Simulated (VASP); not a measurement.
A run of VASP 6.6.1:

File INCAR:

```
SYSTEM = BaTe
PREC     = Accurate       ! precision mode
ENCUT    = 520            ! plane-wave cutoff, eV
EDIFF    = 1E-7           ! SCF threshold, eV
ISMEAR   = 0              ! smearing method
SIGMA    = 0.01           ! smearing width, eV
LREAL    = .FALSE.        ! projectors in reciprocal space
LASPH    = .TRUE.         ! aspherical terms in the spheres
NELM     = 80             ! most SCF steps
ALGO     = Normal         ! electronic algorithm
ISIF     = 2              ! what is computed and relaxed
LWAVE    = .FALSE.        ! write WAVECAR
LCHARG   = .FALSE.        ! write CHGCAR
GGA      = PS             ! functional
NBANDS   = 15             ! bands
```

The input KPOINTS:

```
Automatic mesh
0
G
  4 4 4
  0 0 0
```

File POSCAR:

```
BaTe
1.0
    4.2624660000      0.0000000000      0.0000000000
    0.0000000000      4.2624660000      0.0000000000
    0.0000000000      0.0000000000      4.2624660000
Ba Te
1 1
Direct
    0.0000000000      0.0000000000      0.0000000000
    0.5000000000      0.5000000000      0.5000000000
```

Potentials or basis: VASP PAW PBE potentials, release 64 (Ba_sv, Te).

Run with:

```bash
$ cat potpaw_PBE.64/Ba_sv/POTCAR potpaw_PBE.64/Te/POTCAR > POTCAR
$ mpirun -np 1 vasp_std > vasp.out
```

Hardware: 1 thread of Intel(R) Xeon(R) Platinum 8259CL CPU @ 2.50GHz (Skylake/Cascade Lake) (shared host).

Question: Estimate the wall time of this run.

Answer: Wall time 9.7 s on 1 thread of Intel(R) Xeon(R) Platinum 8259CL CPU @ 2.50GHz (Skylake/Cascade Lake), with other jobs on the host, peak memory 0.18 GiB. Counts: scf iterations 15, k points 10.
